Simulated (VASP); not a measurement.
A run of VASP 6.6.1:

The input INCAR:

```
PREC = Accurate ; ENCUT = 520
EDIFF = 1E-6 ; ISMEAR = 0
SIGMA = 0.1 ; LREAL = F
LASPH = T ; NELM = 80
ALGO = Normal ; ISIF = 2
LWAVE = F ; LCHARG = T
GGA = PE ; LELF = T
LVHAR = T ; NBANDS = 24
```

The input KPOINTS:

```
regular mesh
0
Gamma
  4 4 4
```

Contents of POSCAR:

```
BaTe
1.0
   -0.0006391979      3.5391336471      3.5367665803
    3.5379453386      3.5384324667      0.0001085015
   -3.5303315488      7.0693003994     -3.5272651315
Ba Te
2 2
Direct
    0.7500770422      0.7496401041      0.7499912460
    0.2500765743      0.2499452473      0.2499476058
   -0.0003385358      0.0005354113      0.0000078750
    0.5001849193      0.4998792373      0.5000532733
```

Potentials or basis: VASP PAW PBE potentials, release 64 (Ba_sv, Te).

Run with:

```bash
$ cat potpaw_PBE.64/Ba_sv/POTCAR potpaw_PBE.64/Te/POTCAR > POTCAR
$ mpirun -np 1 vasp_std > vasp.out
```

Hardware: 1 thread of Intel(R) Xeon(R) 6975P-C (Granite Rapids), on a shared host.

How long does it take, and how much memory?

It took 100 s on 1 thread of Intel(R) Xeon(R) 6975P-C (Granite Rapids), with other jobs on the host, peak memory 0.38 GiB. Counts: scf iterations 13, k points 36.
